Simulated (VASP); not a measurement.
Input of a VASP 6.6.1 run:

File INCAR:

```
SYSTEM = MgO
ALGO = Normal
EDIFF = 1E-6
ENCUT = 750
GGA_COMPAT = .FALSE.
ISIF = 2
ISMEAR = 0
LASPH = .TRUE.
LCHARG = .FALSE.
LREAL = .FALSE.
LWAVE = .FALSE.
NBANDS = 24
NELM = 120
PREC = Accurate
SIGMA = 0.01
```

KPOINTS

```
k-points
0
G
  7 7 4
  0 0 0
```

The input POSCAR:

```
MgO
1.0
    3.3077870000      0.0000000000      0.0000000000
   -1.6538930000      2.8646280000      0.0000000000
    0.0000000000      0.0000000000      4.9828820000
Mg O
2 2
Direct
    0.3333333333      0.6666666667      0.0021600000
    0.6666666667      0.3333333333      0.5021600000
    0.3333333333      0.6666666667      0.4024400000
    0.6666666667      0.3333333333      0.9024400000
```

Potentials or basis: VASP PAW LDA potentials, release 64 (Mg_sv, O).

Launch:

```console
$ cat potpaw_LDA.64/Mg_sv/POTCAR potpaw_LDA.64/O/POTCAR > POTCAR
$ mpirun -np 1 vasp_std > vasp.out
```

Predict the band gap on the k mesh.

3.37 eV.

Predict the pressure.

-4.3 GPa.

Stress tensor (GPa, compression positive):
```
-4.39  0.00  0.00
 0.00 -4.39  0.00
 0.00  0.00 -4.05
```

Caveat: the cell stands under tension.
